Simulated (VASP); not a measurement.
Runs of VASP 6.6.1 on C. The structure is that of space group R-3m (No. 166), or close to it. The cells are those of the table. 

```csv
cell,pressure (GPa),largest force (eV/Å)
"a = 2.449, b = 2.464, c = 3.765 Å, angles 108.5, 108.5, 60.0°, 2 atoms",1.6,0.09
"a = 2.471, b = 2.442, c = 3.765 Å, angles 108.5, 108.5, 60.0°, 2 atoms",1.6,0.17
"a = 2.456, b = 2.456, c = 3.765 Å, angles 108.5, 108.5, 60.0°, 2 atoms",1.5,-
"a = 2.478, b = 2.435, c = 3.765 Å, angles 108.4, 108.6, 60.0°, 2 atoms",(a),0.26
"a = 2.464, b = 2.449, c = 3.765 Å, angles 108.5, 108.5, 60.0°, 2 atoms",1.6,0.09
```

Alike in all rows: task single point; level PBEsol; potentials or basis VASP PAW PBE potentials, release 64 (C); no spin polarisation; k mesh 16 × 16 × 10; cutoff (eV) 520; smearing fermi-dirac 0.15 eV.

Task: Estimate the missing entries.

Result: (a) 1.7.

Caveats: this functional lacks dispersion, which binds the layers, so the pressure and a relaxed spacing across them are unreliable; the PAW data sets were made with another functional, which shifts forces and pressure a little.
